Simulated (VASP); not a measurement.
A run of VASP 6.6.1 is set up as follows.

The input INCAR:

```
PREC = Accurate
ENCUT = 520
EDIFF = 1E-6
ISMEAR = -1
SIGMA = 0.05
LREAL = F
LASPH = T
NELM = 100
ALGO = Fast
ISIF = 2
LWAVE = F
LCHARG = F
GGA = PS
NBANDS = 34
```

File KPOINTS:

```
Automatic mesh
0
Gamma
  9 9 3
```

File POSCAR:

```
In
1.0
    3.2951747201      0.0000000000      0.0000000000
   -1.6475873600      2.8537050175      0.0000000000
    0.0000000000      0.0000000000     10.5792442876
In
4
Direct
    0.6666666667      0.3333333333      0.7500000000
    0.0000000000      0.0000000000      0.5000000000
    0.3333333333      0.6666666667      0.2500000000
    0.0000000000      0.0000000000      0.0000000000
```

Potentials or basis: VASP PAW PBE potentials, release 64 (In_d).

Command:

```sh
$ cat potpaw_PBE.64/In_d/POTCAR > POTCAR
$ mpirun -np 1 vasp_std > vasp.out
```

Problem. Estimate the band gap on the k mesh.

Solution. Zero (band 26 reaches 11.98 eV, above the bottom of band 27 at 6.81 eV).

Problem. Predict the pressure.

Solution. 1.6 GPa.

Stress tensor (GPa, compression positive):
```
1.37 0.00 0.00
0.00 1.37 0.00
0.00 0.00 2.15
```

Caveat: the PAW data sets were made with another functional, which shifts forces and pressure a little; spin-orbit coupling is left out, which moves the levels of the heavy elements.
